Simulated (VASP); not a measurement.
A run of VASP 6.6.1 is set up as follows.

The input INCAR:

```
SYSTEM = Pt
ALGO     = Normal         ! electronic algorithm
EDIFF    = 1E-6           ! SCF threshold, eV
ENCUT    = 520            ! plane-wave cutoff, eV
GGA      = PE             ! functional
ISIF     = 2              ! what is computed and relaxed
ISMEAR   = 0              ! smearing method
LASPH    = .True.         ! aspherical terms in the spheres
LCHARG   = .False.        ! write CHGCAR
LREAL    = .False.        ! projectors in reciprocal space
LWAVE    = .False.        ! write WAVECAR
NBANDS   = 11             ! bands
NELM     = 60             ! most SCF steps
PREC     = Accurate       ! precision mode
SIGMA    = 0.15           ! smearing width, eV
```

KPOINTS

```
k-points
0
Gamma
  20 20 20
  0 0 0
```

POSCAR

```
Pt
1.0
    0.2977447067      2.1735363591      2.1735363591
    2.1735363591      0.2977447067      2.1735363591
    2.1735363591      2.1735363591      0.2977447067
Pt
1
Direct
    0.0000000000      0.0000000000      0.0000000000
```

Potentials or basis: VASP PAW PBE potentials, release 64 (Pt).

The run is started by

```console
$ cat potpaw_PBE.64/Pt/POTCAR > POTCAR
$ mpirun -np 1 vasp_std > vasp.out
```

Problem. What does it give for the pressure?

Solution. 2.5 GPa.

Problem. Estimate the band gap on the k mesh.

Solution. Zero (bands 5 and 6 overlap by 2.36 eV).

Stress tensor (GPa, compression positive):
```
  2.46 -10.30 -10.30
-10.30   2.46 -10.30
-10.30 -10.30   2.46
```

Caveat: spin-orbit coupling is left out, which moves the levels of the heavy elements.
